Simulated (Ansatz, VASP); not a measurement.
## TaSi2: VASP beside Ansatz

INCAR

```
SYSTEM = TaSi2
  ALGO = Normal
  EDIFF = 1E-7
  EDIFFG = -0.04
  ENCUT = 600
  GGA = PE
  IBRION = 2
  ISIF = 3
  ISMEAR = 0
  LASPH = .True.
  LCHARG = .False.
  LREAL = .False.
  LWAVE = .False.
  NELM = 100
  NSW = 90
  PREC = Accurate
  SIGMA = 0.1
```

File KPOINTS:

```
k-points
0
Gamma
  4 4 6
  0 0 0
```

Contents of POSCAR:

```
TaSi2
1.0
    2.3907839700     -3.5362428400      0.0000000000
    2.3907839700      3.5362428400      0.0000000000
    0.0000000000      0.0000000000      3.1381873900
Ta Si
1 2
Direct
    0.5000000000      0.5000000000      0.0000000000
    0.8535967400      0.1464032600      0.5000000000
    0.1464032600      0.8535967400      0.5000000000
```

Input for Ansatz:

```yaml
crystal:
  lattice:
    - [2.39078397, -3.53624284, 0.0]
    - [2.39078397, 3.53624284, 0.0]
    - [0.0, 0.0, 3.13818739]
  atoms:
    - { symbol: Ta, position: [0.5, 0.5, 0.0] }
    - { symbol: Si, position: [0.85359674, 0.14640326, 0.5] }
    - { symbol: Si, position: [0.14640326, 0.85359674, 0.5] }
basis:
  ecutwfc: 420
kpoints:
  mp_grid: { grid: [4, 4, 6] }
hamiltonian:
  xc: pbe
scf:
  occupations: { method: gaussian, width: 0.1 }
  lower_state_search: "off"
output:
  forces: true
  stress: true
  eigenvalues: true
relax:
  adjacent_minimum: "off"
  f_tol: 0.04
  max_steps: 70
  cell: { stress_tol: 0.4 }
```

Alike in both runs: task relaxation of cell and atoms; functional PBE; k mesh 4 × 4 × 6; occupations gaussian, width 0.1 eV; no spin polarisation.

```csv
,VASP,Ansatz
version,VASP 6.6.1,Ansatz 0.2.0
potentials or method,"VASP PAW PBE potentials, release 64 (Ta_pv, Si), cutoff 600 eV","scalar-relativistic, plane waves, PAW"
valence electrons in the cell,19,21
```

```tsv
	VASP	Ansatz	Ansatz less VASP
gap on the k mesh at the Fermi level, each at its own relaxed structure (eV)	none	none	-
relaxed volume (Å³/atom)	14.84	14.81	-0.032
relaxed length of the cell vector where the two differ most in proportion (Å)	4.437	4.431	-0.0051
```

A gap of «none» marks a metal or a gap that the smearing closes. VASP's potentials hold 19 valence electrons a cell and Ansatz's 21, so a difference there can come from the potentials and not from the codes.

The k mesh is coarse, so the values compare programs but aren't converged. Spin-orbit coupling is off throughout. Noted on VASP's run: the volume moved by over 15 % at a fixed basis, so the end points are rough.
